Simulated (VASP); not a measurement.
Set up this calculation in VASP 6.6.1, as the native input.

| Item | Value |
| --- | --- |
| Task | single point |
| Functional | PBEsol |
| Potentials or basis | VASP PAW PBE potentials, release 64 (Ti_sv) |
| Cutoff | 520 eV |
| k mesh | 10 × 10 × 10 |
| Occupations | gaussian, width 0.15 eV |
| Spin | no spin polarisation |
| Dipole correction | no |
| Further INCAR settings | ALGO = Normal; EDIFF = 1e-07; NBANDS = 12 |

The structure of Ti lies in POSCAR:

```
Ti
1.0
    0.0000000000      1.9691000000      1.9995500000
    1.9691000000      0.0000000000      1.9995500000
    1.9691000000      1.9691000000      0.0000000000
Ti
1
Direct
    0.0000000000      0.0000000000      0.0000000000
```

This cell differs from its parent crystal: strain -0.030 along x and y, -0.015 along z.

These files were run (other wordings do the same):

INCAR

```
ALGO     = Normal         # electronic algorithm
EDIFF    = 1E-7           # SCF threshold, eV
ENCUT    = 520            # plane-wave cutoff, eV
GGA      = PS             # functional
ISIF     = 2              # what is computed and relaxed
ISMEAR   = 0              # smearing method
LASPH    = True           # aspherical terms in the spheres
LCHARG   = True           # write CHGCAR
LELF     = True           # ELF
LREAL    = False          # projectors in reciprocal space
LVHAR    = True         
LWAVE    = False          # write WAVECAR
NBANDS   = 12             # bands
NELM     = 100            # most SCF steps
PREC     = Accurate       # precision mode
SIGMA    = 0.15           # smearing width, eV
```

KPOINTS

```
k-points
0
Gamma
  10 10 10
```

Potentials or basis: VASP PAW PBE potentials, release 64 (Ti_sv).

Run with:

```console
$ cat potpaw_PBE.64/Ti_sv/POTCAR > POTCAR
$ mpirun -np 1 vasp_std > vasp.out
```

It gave:

| Property | Result |
| --- | --- |
| Pressure | 9.1 GPa |
| Band gap on the k mesh | zero (band 6 reaches 10.20 eV, above the bottom of band 7 at 9.06 eV) |

Caveat: the cell differs from its parent crystal (strain -0.030 along x and y, -0.015 along z); the PAW data sets were made with another functional, which shifts forces and pressure a little.

Wall time 8 s on 1 thread of Intel Xeon 6975P-C, with other jobs on the host, peak memory 0.15 GiB.
